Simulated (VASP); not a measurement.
Here is a VASP 6.6.1 calculation.

File INCAR:

```
SYSTEM = LiCl
PREC = Accurate
ENCUT = 520
EDIFF = 1E-6
ISMEAR = 0
SIGMA = 0.05
LREAL = .False.
LASPH = .True.
NELM = 60
ALGO = Normal
ISIF = 2
LWAVE = .False.
LCHARG = .True.
GGA = PE
LELF = .True.
LVHAR = .True.
NBANDS = 12
```

File KPOINTS:

```
regular mesh
0
Gamma
  8 8 8
  0 0 0
```

Contents of POSCAR:

```
LiCl
1.0
    0.0000000000      2.5647600000      2.5647600000
    2.6673504000      0.0000000000      2.5647600000
    2.6673504000      2.5647600000      0.0000000000
Li Cl
1 1
Direct
    0.0000000000      0.0000000000      0.0000000000
    0.5000000000      0.5000000000      0.5000000000
```

Potentials or basis: VASP PAW PBE potentials, release 64 (Li_sv, Cl).

Launch:

```console
$ cat potpaw_PBE.64/Li_sv/POTCAR potpaw_PBE.64/Cl/POTCAR > POTCAR
$ mpirun -np 1 vasp_std > vasp.out
```

Question: Predict the band gap on the k mesh.

Answer: 6.06 eV, direct.

Caveat: the cell differs from its parent crystal (strain +0.0400 x Voigt [1, 0, 0, 0, 0, 0]). A k mesh can miss the band edges.
